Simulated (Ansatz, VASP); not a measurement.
## Cu in VASP and in Ansatz

```xyz
1
Lattice="0.0000 1.8979 1.7171 1.8979 0.0000 1.7171 1.8979 1.8979 0.0000" Properties=species:S:1:pos:R:3 pbc="T T T"
Cu    0.0000    0.0000    0.0000
```

Change from the starting cell: strain +0.050 along x and y, -0.050 along z, atoms carried along.

Alike in both runs: task single point; functional PBE; k mesh 22 × 22 × 22; occupations gaussian, width 0.15 eV; no spin polarisation.

|  | VASP | Ansatz |
| --- | --- | --- |
| version | VASP 6.6.1 | Ansatz 0.2.0 |
| potentials or method | VASP PAW PBE potentials, release 64 (Cu), cutoff 520 eV | scalar-relativistic, plane waves, PAW |
| valence electrons in the cell | 11 | 19 |

|  | VASP | Ansatz | Ansatz less VASP |
| --- | --- | --- | --- |
| gap on the k mesh at the Fermi level (eV) | none | none | - |
| pressure (GPa) | -3.5 | -4.2 | -0.66 |
| traceless stress, the component that is largest in VASP (GPa) | 2.11 | 2.13 | +0.021 |

A gap of «none» marks a metal or a gap that the smearing closes. VASP's potentials hold 11 valence electrons a cell and Ansatz's 19, so a difference there can come from the potentials and not from the codes.
